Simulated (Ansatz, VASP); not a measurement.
**Cd2BiO2 in VASP and in Ansatz**

```
Cd Bi O
1.0
     4.37613    0.00000    0.00000
    -2.18806    3.78984    0.00000
     0.00000    0.00000    7.18009
Cd Bi O
2 1 2
Direct
  0.33333 0.66667 0.50000
  0.66667 0.33333 0.50000
  0.00000 0.00000 0.00000
  0.00000 0.00000 0.68555
  0.00000 0.00000 0.31445
```

Alike in both runs: functional PBE; k mesh 6 × 6 × 4; occupations gaussian, width 0.1 eV; no spin polarisation.

Ansatz relaxed the structure, and its values are those at the end. VASP's run is a single point on that final structure, the one shown.

|  | VASP | Ansatz |
| --- | --- | --- |
| version | VASP 6.6.1 | Ansatz 0.2.0 |
| potentials or method | VASP PAW PBE potentials, release 64 (Cd, Bi_d, O), cutoff 520 eV | scalar-relativistic, plane waves, PAW |
| valence electrons in the cell | 51 | 67 |

```csv
,VASP,Ansatz,Ansatz less VASP
gap on the k mesh at the Fermi level (eV),none,none,-
pressure (GPa),0.5,0.1,-0.41
rms of the force components (eV/Å),0.012,0.005,-0.0074
```

A gap of «none» marks a metal or a gap that the smearing closes. VASP's potentials hold 51 valence electrons a cell and Ansatz's 67, so a difference there can come from the potentials and not from the codes.

Neither program's run includes spin-orbit coupling.
